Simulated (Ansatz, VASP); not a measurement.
**Two plane-wave programs on Mo3Rh**

```
CELL_PARAMETERS angstrom
3.94443 0.00000 0.00000
0.00000 3.94443 0.00000
0.00000 0.00000 3.94443
ATOMIC_POSITIONS crystal
Mo 0.00000 0.50000 0.50000
Mo 0.50000 0.00000 0.50000
Mo 0.50000 0.50000 0.00000
Rh 0.00000 0.00000 0.00000
```

Change from the starting cell: species swapped into the CsRb3 type (Pm-3m, No. 221).

Alike in both runs: functional PBE; k mesh 12 × 12 × 12; occupations gaussian, width 0.1 eV; no spin polarisation.

Ansatz relaxed the structure, and its values are those at the end. VASP's run is a single point on that final structure, the one shown.

|  | VASP | Ansatz |
| --- | --- | --- |
| version | VASP 6.6.1 | Ansatz 0.2.0 |
| potentials or method | VASP PAW PBE potentials, release 64 (Mo_sv, Rh_pv), cutoff 520 eV | scalar-relativistic, plane waves, PAW |
| valence electrons in the cell | 57 | 59 |

|  | VASP | Ansatz | Ansatz less VASP |
| --- | --- | --- | --- |
| gap on the k mesh at the Fermi level (eV) | none | none | - |
| pressure (GPa) | 0.4 | 0.0 | -0.42 |

A gap of «none» marks a metal or a gap that the smearing closes. VASP's potentials hold 57 valence electrons a cell and Ansatz's 59, so a difference there can come from the potentials and not from the codes.
